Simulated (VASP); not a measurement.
# Cu (Fm-3m) in VASP: further runs, part 2 of 2

VASP 6.6.1.

## (3) Single point, r2SCAN (10.75 Å³/atom)

This run uses another cell than the first one, of 10.75 Å³/atom.

POSCAR

```
Cu
1.0
    0.0000000000      1.7519309172      1.7519309172
    1.7519309172      0.0000000000      1.7519309172
    1.7519309172      1.7519309172      0.0000000000
Cu
1
Direct
    0.0000000000      0.0000000000      0.0000000000
```

INCAR.step1

```
ALGO = Normal
EDIFF = 1E-4
ENCUT = 520
GGA = PE
ISMEAR = 0
LASPH = True
LCHARG = False
LREAL = False
LWAVE = True
NBANDS = 12
NELM = 80
PREC = Accurate
SIGMA = 0.1
```

INCAR.step2

```
ALGO = Normal
EDIFF = 1E-6
ENCUT = 520
ISIF = 2
ISMEAR = 0
ISTART = 1
LASPH = True
LCHARG = False
LMIXTAU = True
LREAL = False
LWAVE = False
METAGGA = R2SCAN
NBANDS = 12
NELM = 80
PREC = Accurate
SIGMA = 0.1
```

KPOINTS

```
k-points
0
Gamma
  20 20 20
```

Potentials or basis: VASP PAW PBE potentials, release 64 (Cu).

The run is started by

```
cat potpaw_PBE.64/Cu/POTCAR > POTCAR
cp INCAR.step1 INCAR
mpirun -np 1 vasp_std > vasp.out
cp INCAR.step2 INCAR
mpirun -np 1 vasp_std > vasp.out
```

OUTCAR:

```text
EDIFF = 1E-6
   ENCUT = 520
   ISIF = 2
   ISMEAR = 0
   ISTART = 1
   LASPH = True
   LREAL = False
   METAGGA = R2SCAN
   NELM = 80
   PREC = Accurate

 ion  position               nearest neighbor table
   1  0.000  0.000  0.000-

  LATTYP: Found a face centered cubic cell.
 ALAT       =     3.5038618344

  Lattice vectors:

 A1 = (   0.0000000000,   1.7519309172,   1.7519309172)
 A2 = (   1.7519309172,   0.0000000000,   1.7519309172)
 A3 = (   1.7519309172,   1.7519309172,   0.0000000000)

Analysis of symmetry for initial positions (statically):
=====================================================================
 Subroutine PRICEL returns:
 Original cell was already a primitive cell.

 Routine SETGRP: Setting up the symmetry group for a
 face centered cubic supercell.

 Subroutine GETGRP returns: Found 48 space group operations
 (whereof 48 operations were pure point group operations)
 out of a pool of 48 trial point group operations.

The static configuration has the point symmetry O_h .

Analysis of symmetry for dynamics (positions and initial velocities):
=====================================================================
 Subroutine PRICEL returns:
 Original cell was already a primitive cell.

 Routine SETGRP: Setting up the symmetry group for a
 face centered cubic supercell.

 Subroutine GETGRP returns: Found 48 space group operations
 (whereof 48 operations were pure point group operations)
 out of a pool of 48 trial point group operations.

The dynamic configuration has the point symmetry O_h .

 Subroutine INISYM returns: Found 48 space group operations
 (whereof 48 operations are pure point group operations),
 and found     1 'primitive' translations

----------------------------------------------------------------------------------------

                                     Primitive cell

  volume of cell :      10.7543

  direct lattice vectors                    reciprocal lattice vectors
     0.000000000  1.751930917  1.751930917    -0.285399381  0.285399381  0.285399381
     1.751930917  0.000000000  1.751930917     0.285399381 -0.285399381  0.285399381
     1.751930917  1.751930917  0.000000000     0.285399381  0.285399381 -0.285399381

  length of vectors
     2.477604463  2.477604463  2.477604463     0.494326229  0.494326229  0.494326229

  position of ions in fractional coordinates (direct lattice)
     0.000000000  0.000000000  0.000000000

  ion indices of the primitive-cell ions
   primitive index   ion index
                 1           1

----------------------------------------------------------------------------------------

 KPOINTS: k-points

Automatic generation of k-mesh.
 Grid dimensions read from file:
 generate k-points for:   20   20   20

 Generating k-lattice:

  Cartesian coordinates                     Fractional coordinates (reciprocal lattice)
    -0.014269969  0.014269969  0.014269969     0.050000000  0.000000000  0.000000000
     0.014269969 -0.014269969  0.014269969     0.000000000  0.050000000  0.000000000
     0.014269969  0.014269969 -0.014269969     0.000000000  0.000000000  0.050000000

  Length of vectors
     0.024716311  0.024716311  0.024716311

  Shift w.r.t. Gamma in fractional coordinates (k-lattice)
     0.000000000  0.000000000  0.000000000

 Subroutine IBZKPT returns following result:
 ===========================================

 Found    256 irreducible k-points:

 Following reciprocal coordinates:
            Coordinates               Weight
  0.000000  0.000000  0.000000      1.000000
  0.050000  0.000000  0.000000      8.000000
  0.100000  0.000000  0.000000      8.000000
  0.150000  0.000000  0.000000      8.000000
  0.200000  0.000000  0.000000      8.000000
  0.250000  0.000000  0.000000      8.000000
[... 16 lines left out ...]
 -0.400000  0.050000  0.000000     24.000000
 -0.350000  0.050000  0.000000     24.000000
 [... further k-points ...]
   k-points           NKPTS =    256   k-points in BZ     NKDIM =    256   number of bands    NBANDS=     12
   number of dos      NEDOS =    301   number of ions     NIONS =      1
   total plane-waves  NPLWV =   5832
   dimension x,y,z NGX =    18 NGY =   18 NGZ =   18
   dimension x,y,z NGXF=    36 NGYF=   36 NGZF=   36
   ions per type =               1
   NGX,Y,Z   is equivalent  to a cutoff of  12.08, 12.08, 12.08 a.u.
   NGXF,Y,Z  is equivalent  to a cutoff of  24.16, 24.16, 24.16 a.u.
 SYSTEM =  unknown system
   PREC   = accura    normal or accurate (medium, high low for compatibility)
   ISTART =      1    job   : 0-new  1-cont  2-samecut
   ICHARG =      0    charge: 1-file 2-atom 10-const
   ISPIN  =      1    spin polarized calculation?
   LNONCOLLINEAR =      F non collinear calculations
   LSORBIT =      F    spin-orbit coupling
   LASPH  =      T    aspherical Exc in radial PAW
   ENCUT  =  520.0 eV  38.22 Ry    6.18 a.u.   4.61  4.61  4.61*2*pi/ulx,y,z
   NELM   =     80;   NELMIN=  2; NELMDL=  0     # of ELM steps
   EDIFF  = 0.1E-05   stopping-criterion for ELM
   LREAL  =      F    real-space projection
   EDIFFG = 0.1E-04   stopping-criterion for IOM
   NSW    =      0    number of steps for IOM
   IBRION =     -1    ionic relax: 0-MD 1-quasi-New 2-CG
   NFREE  =      0    steps in history (QN), initial steepest desc. (CG)
   ISIF   =      2    stress and relaxation
   ISYM   =      2    0-nonsym 1-usesym 2-fastsym
   POTIM  = 0.5000    time-step for ionic-motion
   TEBEG  =    0.0;   TEEND  =   0.0 temperature during run
   PSTRESS=    0.0 pullay stress
   NELECT =      11.0000    total number of electrons
   NUPDOWN=      -1.0000    fix difference up-down
   EMIN   =  10.00;   EMAX   =-10.00  energy-range for DOS
   EFERMI =   0.00;   METHOD = LEGACY
   ISMEAR =     0;   SIGMA  =   0.10  broadening in eV -4-tet -1-fermi 0-gaus
   EFERMI_NEDOS =   21; number of points for ismear=-14 and -15
   IALGO  =     38    algorithm
   IMIX   =      4    mixing-type and parameters
     AMIX     =   0.40;   BMIX     =  1.00
     AMIX_MAG =   1.60;   BMIX_MAG =  1.00
  volume/ion in A,a.u.               =      10.75        72.57
  Fermi-wavevector in a.u.,A,eV,Ry     =   1.649474  3.117053 37.018238  2.720764
  Thomas-Fermi vector in A             =   2.738587
   LORBIT       =      0    0 simple, 1 ext, 2 COOP (PROOUT), +10 PAW based schemes
   METAGGA = R2SCAN    functional components
   LHFCALC =     F    Hartree Fock is set to
   AEXX    =    0.0000 exact exchange contribution
   IVDW    =     0    specifies the selected vdW correction
   LEPSILON=     F    determine dielectric tensor
   LRPA    =     F    only Hartree local field effects (RPA)
 non-spin polarized calculation
 Gauss-broadening in eV      SIGMA  =   0.10
  energy-cutoff  :      520.00
  volume of cell :       10.75
 maximum number of plane-waves:       303
   NGX =  9   NGY =  9   NGZ =  9

 number of electron      10.9999992 magnetization

 Free energy of the ion-electron system (eV)
  ---------------------------------------------------
  ext. energy  EPLUGINS =         0.00000000
  ---------------------------------------------------
  free energy    TOTEN  =       -10.80071097 eV

  energy without entropy =      -10.79955474  energy(sigma->0) =      -10.80013285

 E-fermi :   8.5894     XC(G=0): -14.3865

 val. band max:        8.5664132337   @ k =  -0.4500   0.1000   0.0000
 cond. band min:       8.6044596696   @ k =   0.5000   0.2500   0.1000
 fundamental gap:      0.0380464359
 Fermi energy:         8.5893866954

 k-point     1 :       0.0000    0.0000    0.0000
  band No.  band energies     occupation
      1      -1.8245      2.00000
      2       5.1608      2.00000
      3       5.1609      2.00000
      4       5.1609      2.00000
      5       6.1066      2.00000
      6       6.1066      2.00000
      7      32.7635      0.00000
      8      36.5574      0.00000
      9      36.5574      0.00000
     10      36.5575      0.00000
     11      39.0649      0.00000
     12      39.0650      0.00000

 k-point     2 :       0.0500    0.0000    0.0000
  band No.  band energies     occupation
      1      -1.7232      2.00000
      2       5.1370      2.00000
      3       5.1813      2.00000
      4       5.1813      2.00000
      5       6.0982      2.00000
      6       6.0982      2.00000
      7      32.3542      0.00000
      8      35.0763      0.00000
      9      36.2161      0.00000
     10      36.2162      0.00000
     11      39.5375      0.00000
     12      39.5376      0.00000
[... 316 lines left out ...]
 k-point    24 :      -0.3500    0.0500    0.0000
  band No.  band energies     occupation
      1       2.3335      2.00000
      2       5.1755      2.00000
      3       5.2230      2.00000
      4       5.3456      2.00000
      5       6.4856      2.00000
      6       6.8122      2.00000
      7      16.8265      0.00000
      8      30.3174      0.00000
      9      32.8611      0.00000
     10      34.5275      0.00000
     11      36.5061      0.00000
     12      38.4954      0.00000

 [... further k-points ...]
[... 5 lines left out ...]
  --------------------------------------------------------------------------------------
  -------------------------------------------------------------------------------------
  Total        0.8330791      0.8330791      0.8330791      0.0000000      0.0000000     -0.0000000
  in kB      124.1126052    124.1126052    124.1126052      0.0000000      0.0000000     -0.0000000
  external PRESSURE =     124.1126052 kB  Pullay stress =       0.0000000 kB

 VOLUME and BASIS-vectors are now :
 -----------------------------------------------------------------------------
  energy-cutoff  :      520.00
  volume of cell :       10.75
      direct lattice vectors                 reciprocal lattice vectors
     0.000000000  1.751930917  1.751930917    -0.285399381  0.285399381  0.285399381
     1.751930917  0.000000000  1.751930917     0.285399381 -0.285399381  0.285399381
     1.751930917  1.751930917  0.000000000     0.285399381  0.285399381 -0.285399381

 POSITION                                       TOTAL-FORCE (eV/Angst)
 -----------------------------------------------------------------------------------
      0.00000      0.00000      0.00000        -0.000000      0.000000      0.000000
 -----------------------------------------------------------------------------------
    total drift:                                0.000000     -0.000000      0.000000

  FREE ENERGIE OF THE ION-ELECTRON SYSTEM (eV)
  ---------------------------------------------------
  free  energy   TOTEN  =       -10.8007109654 eV

  energy  without entropy=      -10.7995547369  energy(sigma->0) =      -10.80013285
```

OUTCAR.step1:

```text
EDIFF = 1E-4
   ENCUT = 520
   GGA = PE
   ISMEAR = 0
   LASPH = True
   LREAL = False
[... 574 lines left out ...]

 POSITION                                       TOTAL-FORCE (eV/Angst)
 -----------------------------------------------------------------------------------
      0.00000      0.00000      0.00000        -0.000000      0.000000      0.000000
 -----------------------------------------------------------------------------------
    total drift:                                0.000000     -0.000000      0.000000

  FREE ENERGIE OF THE ION-ELECTRON SYSTEM (eV)
  ---------------------------------------------------
  free  energy   TOTEN  =        -3.6590143395 eV

  energy  without entropy=       -3.6577706275  energy(sigma->0) =       -3.65839248
```

Run time: 76 s. Hardware: 1 thread of AMD EPYC 9R14 (Zen 4), shared host; peak memory 0.11 GiB.

What came out:

```
Free energy            : -10.8007 eV
Pressure               : 12.4 GPa
Band gap on the k mesh : zero (an odd number of electrons rules out a gap without spin polarisation)
```

Levels at points of the mesh, in eV from the Fermi level:
```csv
k point,band 2,band 3,band 4,band 5,band 6,band 7,band 8,band 9,band 10,band 11
"(0.00, 0.00, 0.00)",-3.43,-3.43,-3.43,-2.48,-2.48,24.17,27.97,27.97,27.97,30.48
"(0.50, 0.00, 0.00)",-3.48,-3.48,-1.81,-1.81,-1.32,4.50,22.63,24.71,24.71,27.51
"(0.50, 0.50, 0.00)",-5.10,-1.84,-1.63,-1.63,1.54,8.14,14.56,14.56,19.16,22.84
```

Caveat: the cell stands under pressure; the PAW data sets were made with another functional, which shifts forces and pressure a little.
